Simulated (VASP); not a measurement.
CrO2, 6 atoms in the cell. It takes space group P-42_1m (No. 113, tetragonal). The conventional cell has a = 4.441 Å, b = 4.441 Å, c = 2.975 Å, α = 90.00°, β = 90.00°, γ = 90.00°. Cr (site symmetry 2mm) has 6 O at 1.87 to 1.97 Å within 2.5 Å. O (site symmetry m) has 3 Cr at 1.87 to 1.97 Å and 9 O at 2.53 to 2.72 Å within 2.8 Å. 

| Item | Value |
| --- | --- |
| Program | VASP 6.6.1 |
| Task | single point |
| Functional | PBE |
| Potentials or basis | VASP PAW PBE potentials, release 64 (Cr_pv, O) |
| Cutoff | 520 eV |
| k mesh | 6 × 6 × 9 |
| Occupations | fermi-dirac, width 0.05 eV |
| Spin | collinear spin, ferromagnetic start |
| Starting moments | [3.0, 3.0, 0.0, 0.0, 0.0, 0.0] μB |
| Dipole correction | no |
| Further INCAR settings | ALGO = Normal; EDIFF = 1e-07; NBANDS = 37 |

Potentials or basis: VASP PAW PBE potentials, release 64 (Cr_pv, O).

Run with:

```bash
$ cat potpaw_PBE.64/Cr_pv/POTCAR potpaw_PBE.64/O/POTCAR > POTCAR
$ mpirun -np 1 vasp_std > vasp.out
```

Hardware: 1 thread of Intel(R) Xeon(R) 6975P-C (Granite Rapids) (shared host).

Q: How long does it take, and how much memory?

A: Wall time 98 s on 1 thread of Intel(R) Xeon(R) 6975P-C (Granite Rapids), on a shared host, peak memory 0.29 GiB. Counts: scf iterations 19, k points 50.
